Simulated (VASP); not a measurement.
Set up this calculation in VASP 6.6.1, as the native input.

```yaml
Task: single point
Functional: PBE
Potentials_or_basis: VASP PAW PBE potentials, release 64 (Na_pv, S, Tl_d)
Cutoff: 520 eV
k_mesh: 4 × 4 × 2
Occupations: gaussian, width 0.01 eV
Spin: no spin polarisation
Dipole_correction: no
Further_INCAR_settings: ALGO = Normal; EDIFF = 1e-07; NBANDS = 24
```

The structure of NaTlS2 lies in POSCAR:

```
NaTlS2
1.0
    4.1044901836      0.0000000000      0.0000000000
    0.0000000000      4.1044901836      0.0000000000
    0.0000000000      0.0000000000      6.6389352453
Na S Tl
1 2 1
Direct
    0.0000000000      0.0000000000      0.0000000000
    0.0000000000      0.5000000000      0.2708669239
    0.5000000000      0.0000000000      0.7291330761
    0.5000000000      0.5000000000      0.5000000000
```

One way to write it, as run:

INCAR

```
SYSTEM = NaTlS2
PREC = Accurate
ENCUT = 520
EDIFF = 1E-7
ISMEAR = 0
SIGMA = 0.01
LREAL = .FALSE.
LASPH = .TRUE.
NELM = 100
ALGO = Normal
ISIF = 2
LWAVE = .FALSE.
LCHARG = .FALSE.
GGA = PE
NBANDS = 24
```

KPOINTS

```
Automatic mesh
0
G
  4 4 2
  0 0 0
```

Potentials or basis: VASP PAW PBE potentials, release 64 (Na_pv, S, Tl_d).

Command:

```console
$ cat potpaw_PBE.64/Na_pv/POTCAR potpaw_PBE.64/S/POTCAR potpaw_PBE.64/Tl_d/POTCAR > POTCAR
$ mpirun -np 1 vasp_std > vasp.out
```

It gave:

```json
{
  "Pressure": "1.3 GPa",
  "Largest force": "0.135 eV/Å",
  "Band gap on the k mesh": "0.80 eV"
}
```

Caveat: the k points lie up to 0.47 Å⁻¹ apart; spin-orbit coupling is left out, which moves the levels of the heavy elements.

Run time: 24 s on 1 thread of Intel(R) Xeon(R) Platinum 8488C (Sapphire Rapids), on a shared host, peak memory 0.23 GiB.
